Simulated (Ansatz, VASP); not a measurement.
## Sr in VASP and in Ansatz

File INCAR:

```
SYSTEM = Sr
ALGO = Fast
EDIFF = 1E-7
ENCUT = 520
GGA = PS
ISIF = 2
ISMEAR = 0
LASPH = .True.
LCHARG = .False.
LREAL = .False.
LWAVE = .False.
NBANDS = 11
NELM = 80
PREC = Accurate
SIGMA = 0.03
```

KPOINTS

```
k-points
0
Gamma
  10 10 10
  0 0 0
```

POSCAR

```
Sr
1.0
    0.0000000000      3.2117090815      2.7299527193
    3.2117090815      0.0000000000      2.7299527193
    3.2117090815      3.2117090815      0.0000000000
Sr
1
Direct
    0.0000000000      0.0000000000      0.0000000000
```

Input for Ansatz:

```yaml
crystal:
  lattice:
    - [0.0, 3.2117090815, 2.7299527193]
    - [3.2117090815, 0.0, 2.7299527193]
    - [3.2117090815, 3.2117090815, 0.0]
  atoms:
    - { symbol: Sr, position: [0.0, 0.0, 0.0] }
basis:
  ecutwfc: 420
kpoints:
  mp_grid: { grid: [10, 10, 10] }
hamiltonian:
  xc: pbesol
scf:
  occupations: { method: gaussian, width: 0.03 }
output:
  forces: true
  stress: true
  eigenvalues: true
```

Alike in both runs: task single point; functional PBEsol; k mesh 10 × 10 × 10; occupations gaussian, width 0.03 eV; no spin polarisation.

```csv
,VASP,Ansatz
version,VASP 6.6.1,Ansatz 0.2.0
potentials or method,"VASP PAW PBE potentials, release 64 (Sr_sv), cutoff 520 eV","scalar-relativistic, plane waves, PAW"
valence electrons in the cell,10,10
```

```csv
,VASP,Ansatz,Ansatz less VASP
gap on the k mesh at the Fermi level (eV),none,none,-
pressure (GPa),-1.0,-1.0,-0.01
"traceless stress, the component that is largest in VASP (GPa)",0.13,0.14,+0.002
```

VASP's potentials were made for PBE, not for PBEsol. A gap of «none» marks a metal or a gap that the smearing closes. With one functional, cell and mesh, what is left measures potentials, basis and numerics.
